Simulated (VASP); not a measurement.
Write the native input for VASP 6.6.1 that does the following.

| Item | Value |
| --- | --- |
| Task | relaxation of shape and atoms at fixed volume |
| Functional | LDA |
| Potentials or basis | VASP PAW LDA potentials, release 64 (Ta_pv, N) |
| Cutoff | 600 eV |
| k mesh | 15 × 15 × 10 |
| Occupations | gaussian, width 0.1 eV |
| Spin | no spin polarisation |
| Dipole correction | no |
| Further INCAR settings | ALGO = Normal; EDIFF = 1e-06; IBRION = 2; EDIFFG = -0.01; NSW = 50; ISIF = 4 |

The structure of Ta2N (eos) lies in POSCAR:

```
Ta2N
1.0
    3.1602071098     -0.0000000030      0.0000000000
   -1.5801035524      2.7368196398      0.0000000000
    0.0000000000      0.0000000000      4.8985155343
Ta N
2 1
Direct
    0.6666666667      0.3333333333      0.7510179244
    0.3333333333      0.6666666667      0.2489820756
    0.0000000000      0.0000000000      0.0000000000
```

This cell differs from its parent crystal: volume scaled by 1.09.

One way to write it, as run:

INCAR

```
PREC = Accurate
ENCUT = 600
EDIFF = 1E-6
ISMEAR = 0
SIGMA = 0.1
LREAL = F
LASPH = T
NELM = 100
ALGO = Normal
ISIF = 4
LWAVE = F
LCHARG = F
GGA = CA
IBRION = 2
NSW = 50
EDIFFG = -0.01
```

KPOINTS

```
regular mesh
0
Gamma
  15 15 10
```

Potentials or basis: VASP PAW LDA potentials, release 64 (Ta_pv, N).

Launch:

```sh
$ cat potpaw_LDA.64/Ta_pv/POTCAR potpaw_LDA.64/N/POTCAR > POTCAR
$ mpirun -np 1 vasp_std > vasp.out
```

It gave:

The energy gained by relaxing is 0.5 meV/atom. The ionic steps are 4 and the pressure after relaxing is -20.1 GPa.

Run time: 3.1 min on 1 thread of Intel(R) Xeon(R) 6975P-C (Granite Rapids), on a shared host, peak memory 0.31 GiB.
